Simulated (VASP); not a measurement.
Set up this calculation in VASP 6.6.1, as the native input.

- Task: single point
- Functional: PBE
- Potentials or basis: VASP PAW PBE potentials, release 64 (Re)
- Cutoff: 520 eV
- k mesh: 14 × 14 × 8
- Occupations: fermi-dirac, width 0.05 eV
- Spin: no spin polarisation
- Dipole correction: no
- Further INCAR settings: ALGO = Normal; EDIFF = 1e-07; NBANDS = 14

The structure of Re lies in POSCAR:

```
Re
1.0
    2.5941956526      0.0000000000      0.0000000000
   -1.2970978263      2.2466393375      0.0000000000
    0.0000000000      0.0000000000      4.1480801636
Re
2
Direct
    0.3333333333      0.6666666667      0.2500000000
    0.6666666667      0.3333333333      0.7500000000
```

This cell differs from its parent crystal: volume scaled by 0.99.

These files were run (other wordings do the same):

INCAR

```
SYSTEM = Re
PREC     = Accurate       ! precision mode
ENCUT    = 520            ! plane-wave cutoff, eV
EDIFF    = 1E-7           ! SCF threshold, eV
ISMEAR   = -1             ! smearing method
SIGMA    = 0.05           ! smearing width, eV
LREAL    = .FALSE.        ! projectors in reciprocal space
LASPH    = .TRUE.         ! aspherical terms in the spheres
NELM     = 60             ! most SCF steps
ALGO     = Normal         ! electronic algorithm
ISIF     = 2              ! what is computed and relaxed
LWAVE    = .FALSE.        ! write WAVECAR
LCHARG   = .TRUE.         ! write CHGCAR
GGA      = PE             ! functional
LELF     = .TRUE.         ! ELF
LVHAR    = .TRUE.       
NBANDS   = 14             ! bands
```

KPOINTS

```
regular mesh
0
G
  14 14 8
  0 0 0
```

Potentials or basis: VASP PAW PBE potentials, release 64 (Re).

The run is started by

```console
$ cat potpaw_PBE.64/Re/POTCAR > POTCAR
$ mpirun -np 1 vasp_std > vasp.out
```

It gave:

| Quantity | Value |
| --- | --- |
| Pressure | 125.3 GPa |
| Band gap on the k mesh | zero (band 7 reaches 12.47 eV, above the bottom of band 8 at 8.10 eV) |

Caveat: spin-orbit coupling is left out, which moves the levels of the heavy elements.

Run time: 54 s on 1 thread of Intel(R) Xeon(R) Platinum 8375C CPU @ 2.90GHz (Ice Lake), on a shared host, peak memory 0.15 GiB.
